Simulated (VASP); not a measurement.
# SnSe in VASP: notebook, part 2 of 2

VASP 6.6.1. The steps go on from the part before.

## 3. Single point, LDA

File INCAR:

```
ALGO = Normal
EDIFF = 1E-6
ENCUT = 520
ISIF = 2
ISMEAR = 0
LASPH = T
LCHARG = F
LREAL = F
LWAVE = F
NBANDS = 28
NELM = 100
PREC = Accurate
SIGMA = 0.05
```

File KPOINTS:

```
k-points
0
Gamma
  8 8 4
```

File POSCAR:

```
SnSe
1.0
    4.2853274191      0.0000000000      0.0000000000
    0.0000000000      4.2853274191      0.0000000000
    0.0000000000      0.0000000000     10.9906921300
Sn Se
2 2
Direct
    0.5000000000      0.0000000000      0.3722291100
    0.0000000000      0.5000000000      0.6277708900
    0.5000000000      0.0000000000      0.6160394900
    0.0000000000      0.5000000000      0.3839605100
```

Potentials or basis: VASP PAW LDA potentials, release 64 (Sn_d, Se).

Command:

```console
$ cat potpaw_LDA.64/Sn_d/POTCAR potpaw_LDA.64/Se/POTCAR > POTCAR
$ mpirun -np 1 vasp_std > vasp.out
```

OUTCAR:

```text
EDIFF = 1E-6
   ENCUT = 520
   ISIF = 2
   ISMEAR = 0
   LASPH = T
   LREAL = F
   NELM = 100
   PREC = Accurate

 ion  position               nearest neighbor table
   1  0.500  0.000  0.372-   3 2.68   4 3.03   4 3.03   4 3.03   4 3.03
   2  0.000  0.500  0.628-   4 2.68   3 3.03   3 3.03   3 3.03   3 3.03
   3  0.500  0.000  0.616-   1 2.68   2 3.03   2 3.03   2 3.03   2 3.03
   4  0.000  0.500  0.384-   2 2.68   1 3.03   1 3.03   1 3.03   1 3.03

  LATTYP: Found a simple tetragonal cell.
 ALAT       =     4.2853274191
 C/A-ratio  =     2.5647263453

  Lattice vectors:

 A1 = (   4.2853274191,   0.0000000000,   0.0000000000)
 A2 = (   0.0000000000,   4.2853274191,   0.0000000000)
 A3 = (   0.0000000000,   0.0000000000,  10.9906921300)

Analysis of symmetry for initial positions (statically):
=====================================================================
 Subroutine PRICEL returns:
 Original cell was already a primitive cell.

 Routine SETGRP: Setting up the symmetry group for a
 simple tetragonal supercell.

 Subroutine GETGRP returns: Found 16 space group operations
 (whereof  8 operations were pure point group operations)
 out of a pool of 16 trial point group operations.

The static configuration has the point symmetry D_2d.
 The point group associated with its full space group is D_4h.

Analysis of symmetry for dynamics (positions and initial velocities):
=====================================================================
 Subroutine PRICEL returns:
 Original cell was already a primitive cell.

 Routine SETGRP: Setting up the symmetry group for a
 simple tetragonal supercell.

 Subroutine GETGRP returns: Found 16 space group operations
 (whereof  8 operations were pure point group operations)
 out of a pool of 16 trial point group operations.

The dynamic configuration has the point symmetry D_2d.
 The point group associated with its full space group is D_4h.

 Subroutine INISYM returns: Found 16 space group operations
 (whereof  8 operations are pure point group operations),
 and found     1 'primitive' translations

----------------------------------------------------------------------------------------

                                     Primitive cell

  volume of cell :     201.8334

  direct lattice vectors                    reciprocal lattice vectors
     4.285327419  0.000000000  0.000000000     0.233354398  0.000000000  0.000000000
     0.000000000  4.285327419  0.000000000     0.000000000  0.233354398  0.000000000
     0.000000000  0.000000000 10.990692130     0.000000000  0.000000000  0.090986081

  length of vectors
     4.285327419  4.285327419 10.990692130     0.233354398  0.233354398  0.090986081

  position of ions in fractional coordinates (direct lattice)
     0.500000000  0.000000000  0.372229110
     0.000000000  0.500000000  0.627770890
     0.500000000  0.000000000  0.616039490
     0.000000000  0.500000000  0.383960510

  ion indices of the primitive-cell ions
   primitive index   ion index
                 1           1
                 2           2
                 3           3
                 4           4

----------------------------------------------------------------------------------------

 KPOINTS: k-points

Automatic generation of k-mesh.
 Grid dimensions read from file:
 generate k-points for:    8    8    4

 Generating k-lattice:

  Cartesian coordinates                     Fractional coordinates (reciprocal lattice)
     0.029169300  0.000000000  0.000000000     0.125000000  0.000000000  0.000000000
     0.000000000  0.029169300  0.000000000     0.000000000  0.125000000  0.000000000
     0.000000000  0.000000000  0.022746520     0.000000000  0.000000000  0.250000000

  Length of vectors
     0.029169300  0.029169300  0.022746520

  Shift w.r.t. Gamma in fractional coordinates (k-lattice)
     0.000000000  0.000000000  0.000000000

 Subroutine IBZKPT returns following result:
 ===========================================

 Found     45 irreducible k-points:

 Following reciprocal coordinates:
            Coordinates               Weight
  0.000000  0.000000  0.000000      1.000000
  0.125000  0.000000  0.000000      4.000000
  0.250000  0.000000  0.000000      4.000000
  0.375000  0.000000  0.000000      4.000000
  0.500000  0.000000  0.000000      2.000000
  0.125000  0.125000  0.000000      4.000000
[... 16 lines left out ...]
  0.375000  0.125000  0.250000     16.000000
  0.500000  0.125000  0.250000      8.000000
 [... further k-points ...]
   k-points           NKPTS =     45   k-points in BZ     NKDIM =     45   number of bands    NBANDS=     28
   number of dos      NEDOS =    301   number of ions     NIONS =      4
   total plane-waves  NPLWV =  86016
   dimension x,y,z NGX =    32 NGY =   32 NGZ =   84
   dimension x,y,z NGXF=    64 NGYF=   64 NGZF=  168
   ions per type =               2   2
   NGX,Y,Z   is equivalent  to a cutoff of  12.41, 12.41, 12.71 a.u.
   NGXF,Y,Z  is equivalent  to a cutoff of  24.83, 24.83, 25.41 a.u.
 SYSTEM =  unknown system
   PREC   = accura    normal or accurate (medium, high low for compatibility)
   ISTART =      0    job   : 0-new  1-cont  2-samecut
   ICHARG =      2    charge: 1-file 2-atom 10-const
   ISPIN  =      1    spin polarized calculation?
   LNONCOLLINEAR =      F non collinear calculations
   LSORBIT =      F    spin-orbit coupling
   LASPH  =      T    aspherical Exc in radial PAW
   ENCUT  =  520.0 eV  38.22 Ry    6.18 a.u.   7.97  7.97 20.44*2*pi/ulx,y,z
   NELM   =    100;   NELMIN=  2; NELMDL= -5     # of ELM steps
   EDIFF  = 0.1E-05   stopping-criterion for ELM
   LREAL  =      F    real-space projection
   EDIFFG = 0.1E-04   stopping-criterion for IOM
   NSW    =      0    number of steps for IOM
   IBRION =     -1    ionic relax: 0-MD 1-quasi-New 2-CG
   NFREE  =      0    steps in history (QN), initial steepest desc. (CG)
   ISIF   =      2    stress and relaxation
   ISYM   =      2    0-nonsym 1-usesym 2-fastsym
   POTIM  = 0.5000    time-step for ionic-motion
   TEBEG  =    0.0;   TEEND  =   0.0 temperature during run
   PSTRESS=    0.0 pullay stress
   NELECT =      40.0000    total number of electrons
   NUPDOWN=      -1.0000    fix difference up-down
   EMIN   =  10.00;   EMAX   =-10.00  energy-range for DOS
   EFERMI =   0.00;   METHOD = LEGACY
   ISMEAR =     0;   SIGMA  =   0.05  broadening in eV -4-tet -1-fermi 0-gaus
   EFERMI_NEDOS =   21; number of points for ismear=-14 and -15
   IALGO  =     38    algorithm
   IMIX   =      4    mixing-type and parameters
     AMIX     =   0.40;   BMIX     =  1.00
     AMIX_MAG =   1.60;   BMIX_MAG =  1.00
  volume/ion in A,a.u.               =      50.46       340.51
  Fermi-wavevector in a.u.,A,eV,Ry     =   0.954473  1.803693 12.395171  0.911019
  Thomas-Fermi vector in A             =   2.083223
   LORBIT       =      0    0 simple, 1 ext, 2 COOP (PROOUT), +10 PAW based schemes
   GGA     = CA    functional components
   LHFCALC =     F    Hartree Fock is set to
   AEXX    =    0.0000 exact exchange contribution
   IVDW    =     0    specifies the selected vdW correction
   LEPSILON=     F    determine dielectric tensor
   LRPA    =     F    only Hartree local field effects (RPA)
 non-spin polarized calculation
 Gauss-broadening in eV      SIGMA  =   0.05
  energy-cutoff  :      520.00
  volume of cell :      201.83
 maximum number of plane-waves:      5480
 NGX is ok and might be reduce to    32
   NGX = 15   NGY = 15   NGZ = 41

 number of electron      40.0000017 magnetization

 Free energy of the ion-electron system (eV)
  ---------------------------------------------------
  ext. energy  EPLUGINS =         0.00000000
  ---------------------------------------------------
  free energy    TOTEN  =       -18.42207974 eV

  energy without entropy =      -18.42207974  energy(sigma->0) =      -18.42207974

 E-fermi :   0.8413     XC(G=0):  -6.2343

 val. band max:        0.6035203856   @ k =   0.3750   0.0000   0.5000
 cond. band min:       1.5594831996   @ k =   0.3750   0.0000   0.5000
 fundamental gap:      0.9559628140
 Fermi energy:         0.8413012933

 k-point     1 :       0.0000    0.0000    0.0000
  band No.  band energies     occupation
      1     -20.5582      2.00000
      2     -20.5528      2.00000
      3     -20.5527      2.00000
      4     -20.5495      2.00000
      5     -20.5457      2.00000
      6     -20.5210      2.00000
[... 20 lines left out ...]
     27       6.1047      0.00000
[... 691 lines left out ...]
      6     -20.5265      2.00000
[... 20 lines left out ...]
     27       6.4477      0.00000
     28       6.4477      0.00000

 [... further k-points ...]
[... 5 lines left out ...]
  --------------------------------------------------------------------------------------
  -------------------------------------------------------------------------------------
  Total       -2.1398314     -2.1398314     -0.7299713      0.0000000     -0.0000000      0.0000000
  in kB      -16.9862330    -16.9862330     -5.7945982      0.0000000     -0.0000000      0.0000000
  external PRESSURE =     -13.2556880 kB  Pullay stress =       0.0000000 kB

 VOLUME and BASIS-vectors are now :
 -----------------------------------------------------------------------------
  energy-cutoff  :      520.00
  volume of cell :      201.83
      direct lattice vectors                 reciprocal lattice vectors
     4.285327419  0.000000000  0.000000000     0.233354398  0.000000000  0.000000000
     0.000000000  4.285327419  0.000000000     0.000000000  0.233354398  0.000000000
     0.000000000  0.000000000 10.990692130     0.000000000  0.000000000  0.090986081

 POSITION                                       TOTAL-FORCE (eV/Angst)
 -----------------------------------------------------------------------------------
      2.14266      0.00000      4.09106        -0.000000     -0.000000      0.216278
      0.00000      2.14266      6.89964         0.000000     -0.000000     -0.216278
      2.14266      0.00000      6.77070         0.000000      0.000000     -0.036829
      0.00000      2.14266      4.21999         0.000000     -0.000000      0.036829
 -----------------------------------------------------------------------------------
    total drift:                                0.000000      0.000000      0.000000

  FREE ENERGIE OF THE ION-ELECTRON SYSTEM (eV)
  ---------------------------------------------------
  free  energy   TOTEN  =       -18.4220797422 eV

  energy  without entropy=      -18.4220797422  energy(sigma->0) =      -18.42207974
```

OSZICAR:

```text
N       E                     dE             d eps       ncg     rms          rms(c)
DAV:   1     0.340026838283E+03    0.34003E+03   -0.18614E+04  2648   0.146E+03
DAV:   2     0.285735406804E+02   -0.31145E+03   -0.30287E+03  2732   0.360E+02
DAV:   3    -0.167248957333E+02   -0.45298E+02   -0.44468E+02  3132   0.145E+02
DAV:   4    -0.189023845531E+02   -0.21775E+01   -0.21688E+01  2936   0.339E+01
DAV:   5    -0.189645821353E+02   -0.62198E-01   -0.62176E-01  3380   0.609E+00    0.464E+00
DAV:   6    -0.184697574994E+02    0.49482E+00   -0.11058E+00  3392   0.538E+00    0.284E+00
DAV:   7    -0.184364601944E+02    0.33297E-01   -0.27922E-01  3144   0.205E+00    0.117E+00
DAV:   8    -0.184232180959E+02    0.13242E-01   -0.32111E-02  3112   0.111E+00    0.237E-01
DAV:   9    -0.184198862475E+02    0.33318E-02   -0.63915E-03  3004   0.450E-01    0.113E-01
DAV:  10    -0.184193491604E+02    0.53709E-03   -0.28660E-03  2720   0.201E-01    0.501E-02
DAV:  11    -0.184204842819E+02   -0.11351E-02   -0.10070E-03  3032   0.102E-01    0.578E-02
DAV:  12    -0.184218866587E+02   -0.14024E-02   -0.50174E-04  2972   0.744E-02    0.223E-02
DAV:  13    -0.184220039884E+02   -0.11733E-03   -0.34478E-05  2664   0.260E-02    0.120E-02
DAV:  14    -0.184220715756E+02   -0.67587E-04   -0.15212E-05  2404   0.133E-02    0.288E-03
DAV:  15    -0.184220780175E+02   -0.64419E-05   -0.17723E-06  2440   0.948E-03    0.957E-04
DAV:  16    -0.184220797027E+02   -0.16852E-05   -0.61380E-07  2148   0.363E-03    0.137E-03
DAV:  17    -0.184220797422E+02   -0.39505E-07   -0.74736E-08  1976   0.165E-03
   1 F= -.18422080E+02 E0= -.18422080E+02  d E =-.211228E-12
```

Run time: 5 min. Hardware: 1 thread of AMD EPYC 7R43 (Zen 3), shared host; peak memory 0.35 GiB.

Results:

- Free energy: -18.4221 eV
- Largest force: 0.216 eV/Å
- Band gap on the k mesh: 0.96 eV, direct

Forces on the atoms (eV/Å):
```
Sn   0.000  0.000  0.216
Sn   0.000  0.000 -0.216
Se   0.000  0.000 -0.037
Se   0.000  0.000  0.037
```

Caveat: spin-orbit coupling is left out, which moves the levels of the heavy elements.
